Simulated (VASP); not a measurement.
A run of VASP 6.6.1 is set up as follows.

File INCAR:

```
ALGO = Fast ; EDIFF = 1E-7
ENCUT = 520 ; GGA = PS
ISIF = 2 ; ISMEAR = 0
LASPH = True ; LCHARG = False
LREAL = False ; LWAVE = False
NBANDS = 20 ; NELM = 60
PREC = Accurate ; SIGMA = 0.15
```

Contents of KPOINTS:

```
k-points
0
Gamma
  21 21 10
```

The input POSCAR:

```
V
1.0
    2.5261652796      0.0000000000      0.0000000000
   -1.2630826398      2.1877233063      0.0000000000
    0.0000000000      0.0000000000      4.6524859600
V
2
Direct
    0.6666666667      0.3333333333      0.7500000000
    0.3333333333      0.6666666667      0.2500000000
```

Potentials or basis: VASP PAW PBE potentials, release 64 (V_sv).

Command:

```console
$ cat potpaw_PBE.64/V_sv/POTCAR > POTCAR
$ mpirun -np 1 vasp_std > vasp.out
```

(1) Predict the pressure.

(2) Predict the band gap on the k mesh.

Results:

(1) 7.4 GPa.

(2) zero (band 13 reaches 12.35 eV, above the bottom of band 14 at 9.90 eV).

Caveat: the cell differs from its parent crystal (strain -0.030 along x and y, -0.015 along z); the PAW data sets were made with another functional, which shifts forces and pressure a little.
